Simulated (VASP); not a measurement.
A run of VASP 6.6.1:

Contents of INCAR:

```
SYSTEM = Sc
ALGO = Normal
EDIFF = 1E-6
ENCUT = 520
GGA = PS
ISIF = 2
ISMEAR = 0
LASPH = .True.
LCHARG = .False.
LREAL = .False.
LWAVE = .False.
NBANDS = 18
NELM = 100
PREC = Accurate
SIGMA = 0.05
```

The input KPOINTS:

```
k-points
0
Gamma
  16 16 9
  0 0 0
```

File POSCAR:

```
Sc
1.0
    3.2768492345      0.0000000000      0.0000000000
   -1.6384246173      2.8378346815      0.0000000000
    0.0000000000      0.0000000000      5.0814077107
Sc
2
Direct
    0.3333333333      0.6666666667      0.2500000000
    0.6666666667      0.3333333333      0.7500000000
```

Potentials or basis: VASP PAW PBE potentials, release 64 (Sc_sv).

Run with:

```bash
$ cat potpaw_PBE.64/Sc_sv/POTCAR > POTCAR
$ mpirun -np 1 vasp_std > vasp.out
```

Hardware: 1 thread of Intel Xeon 8259CL, on a shared host.

Task: Estimate the wall time of this run.

Result: Run time: 2.1 min on 1 thread of Intel Xeon 8259CL, on a shared host, peak memory 0.23 GiB. Counts: scf iterations 12, k points 150.
